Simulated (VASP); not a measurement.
# CrO2 (P-3m1) in VASP: further runs, part 2 of 2

VASP 6.6.1.

**5. Single point, PBE, collinear spin, ferromagnetic start**

This run uses another cell than the first one: it holds 3 atoms, not 6.

The input, INCAR:

```
ALGO     = Normal         # electronic algorithm
EDIFF    = 1E-7           # SCF threshold, eV
ENCUT    = 520            # plane-wave cutoff, eV
GGA      = PE             # functional
ISIF     = 2              # what is computed and relaxed
ISMEAR   = 0              # smearing method
ISPIN    = 2              # spin polarisation
LASPH    = True           # aspherical terms in the spheres
LCHARG   = False          # write CHGCAR
LMAXMIX  = 4              # l up to which the mixer works
LORBIT   = 11             # projections on sites
LREAL    = False          # projectors in reciprocal space
LWAVE    = False          # write WAVECAR
MAGMOM   = 1.94 0 0       # initial moments
NBANDS   = 23             # bands
NELM     = 150            # most SCF steps
PREC     = Accurate       # precision mode
SIGMA    = 0.1            # smearing width, eV
```

The input, KPOINTS:

```
k-points
0
Gamma
  12 12 4
```

The input, POSCAR:

```
CrO2
1.0
    2.8944043023      0.0000000000      0.0000000000
   -1.4472021512      2.5066276546      0.0000000000
    0.0000000000      0.0000000000      5.0813120567
Cr O
1 2
Direct
    0.0000000000      0.0000000000      0.0000000000
    0.3333333333      0.6666666667      0.1862942552
    0.6666666667      0.3333333333      0.8137057448
```

Started as:

```
> cat potpaw_PBE.64/Cr_pv/POTCAR potpaw_PBE.64/O/POTCAR > POTCAR
> mpirun -np 1 vasp_std > vasp.out
```

Run time: 2.5 min. Hardware: 1 thread of Intel Xeon 8259CL, shared host; peak memory 0.23 GiB.

The run converged. Its results:

```yaml
Free_energy: -24.6984 eV
Pressure: 0.8 GPa
Largest_force: 0.078 eV/Å
Band_gap_on_the_k_mesh: zero (filled and empty bands overlap)
Net_moment: 2.00 μB per cell
Site_moments: Cr +2.08; O -0.06 μB
Valence_electrons_inside_the_program's_atomic_spheres: Cr 10.87; O 5.00
```

Forces on the atoms (eV/Å):
```
Cr   0.000  0.000  0.000
O    0.000  0.000  0.078
O    0.000  0.000 -0.078
```

Stress tensor (GPa, compression positive):
```
0.93 0.00 0.00
0.00 0.93 0.00
0.00 0.00 0.68
```

Levels at points of the mesh, in eV from the Fermi level:
Spin up:
```tsv
k point	band 11	band 12	band 13	band 14	band 15	band 16
(0.00, 0.00, 0.00)	-1.60	-1.30	-1.30	0.66	3.69	3.69
(0.50, 0.00, 0.00)	-2.35	-0.72	-0.59	-0.04	2.99	3.54
(0.00, 0.00, 0.50)	-1.62	-1.30	-1.30	0.80	3.71	3.71
(0.50, 0.00, 0.50)	-2.06	-0.75	-0.59	-0.08	2.99	3.51
```
Spin down:
```tsv
k point	band 9	band 10	band 11	band 12	band 13	band 14
(0.00, 0.00, 0.00)	-1.76	-1.68	-1.68	1.08	1.08	2.59
(0.50, 0.00, 0.00)	-3.33	-2.99	-2.41	1.29	1.95	2.11
(0.00, 0.00, 0.50)	-2.48	-1.70	-1.70	1.08	1.08	2.66
(0.50, 0.00, 0.50)	-3.26	-2.96	-2.13	1.27	1.95	2.10
```

Caveat: an empty level that is flat over the whole mesh can mark a ghost state of the potentials, or a narrow d or f band; a cell with one magnetic atom can't hold antiferromagnetic order, which such compounds often take; semilocal functionals often make such compounds metallic where correlation or magnetic order opens a gap, which also shifts bond lengths. With open d or f shells a metallic result of PBE can be an artefact of self-interaction; +U or a hybrid may open a gap.

**6. Single point, PBE, collinear spin, zero start**

This run uses another cell than the first one: it holds 3 atoms, not 6.

The input, INCAR:

```
SYSTEM = CrO2
PREC = Accurate
ENCUT = 520
EDIFF = 1E-6
ISMEAR = 0
SIGMA = 0.1
LREAL = .FALSE.
LASPH = .TRUE.
NELM = 150
ALGO = Normal
ISIF = 2
LWAVE = .FALSE.
LCHARG = .FALSE.
ISPIN = 2
MAGMOM = 0 0 0
LORBIT = 11
NUPDOWN = 0.0
LMAXMIX = 4
GGA = PE
NBANDS = 23
```

The input, KPOINTS:

```
regular mesh
0
G
  18 18 8
  0 0 0
```

The input, POSCAR:

```
CrO2
1.0
    2.8937217999      0.0000000000      0.0000000000
   -1.4468609000      2.5060365902      0.0000000000
    0.0000000000      0.0000000000      5.3431273234
Cr O
1 2
Direct
    0.0000000000      0.0000000000      0.0000000000
    0.3333333333      0.6666666667      0.1774269764
    0.6666666667      0.3333333333      0.8225730236
```

Potentials or basis: VASP PAW PBE potentials, release 64 (Cr_pv, O).

Started as:

```
> cat potpaw_PBE.64/Cr_pv/POTCAR potpaw_PBE.64/O/POTCAR > POTCAR
> mpirun -np 1 vasp_std > vasp.out
```

It took 8.5 min on 1 thread of Intel Xeon 8259CL, shared host; peak memory 0.44 GiB.

It converged, with:

* Free energy: -23.9957 eV
* Pressure: -3.9 GPa
* Largest force: 0.318 eV/Å
* Net moment: 0.00 μB per cell
* Valence electrons inside the program's atomic spheres: Cr 10.89; O 4.99

Forces on the atoms (eV/Å):
```
Cr   0.000  0.000  0.000
O    0.000  0.000  0.318
O    0.000  0.000 -0.318
```

Stress tensor (GPa, compression positive):
```
-6.76  0.00  0.00
 0.00 -6.76  0.00
 0.00  0.00  1.77
```

Caveat: the cell stands under tension; the total moment is fixed, so each spin has its own Fermi level.

**7. The runs side by side**

```csv
spin,fixed moment (μB),cell,k mesh,cutoff (eV),gap on the mesh (eV),pressure (GPa),moment (μB),largest force (eV/Å)
"collinear, antiferromagnetic start",-,"a = 2.894, b = 2.894, c = 10.686 Å, angles 90.0, 90.0, 120.0°, 6 atoms, atomic positions A",18 × 18 × 4,600,none,0.4,0.00,0.06
"collinear, ferromagnetic start",-,"a = 2.831, b = 2.831, c = 4.544 Å, angles 90.0, 90.0, 120.0°, 3 atoms, atomic positions B",6 × 6 × 4,520,none,-10.8,2.00,2.45
off,-,"a = 2.894, b = 2.894, c = 5.343 Å, angles 90.0, 90.0, 120.0°, 3 atoms, atomic positions C",18 × 18 × 8,520,none,-3.6,-,0.32
"collinear, ferromagnetic start",-,"a = 2.894, b = 2.894, c = 5.081 Å, angles 90.0, 90.0, 120.0°, 3 atoms, atomic positions D",12 × 12 × 4,520,none,0.8,2.00,0.08
"collinear, zero start",0.0,"a = 2.894, b = 2.894, c = 5.343 Å, angles 90.0, 90.0, 120.0°, 3 atoms, atomic positions C",18 × 18 × 8,520,-,-3.9,0.00,0.32
```

Alike in all rows: task single point; level PBE; potentials or basis VASP PAW PBE potentials, release 64 (Cr_pv, O); smearing gaussian 0.1 eV.

Caveats: some runs use coarse meshes; semilocal functionals often make such compounds metallic where correlation or magnetic order opens a gap, which also shifts bond lengths (at least some runs); an empty level that is flat over the whole mesh can mark a ghost state of the potentials, or a narrow d or f band (at least some runs); a cell with one magnetic atom can't hold antiferromagnetic order, which such compounds often take (at least some runs); the cell stands under tension (at least some runs); forces of over 1 eV/Å act on the atoms, so gaps and moduli don't describe the material at rest (at least some runs); the total moment is fixed, so each spin has its own Fermi level (at least some runs).

Total energies depend on the potentials used, so only differences within one code and one set of settings carry meaning.
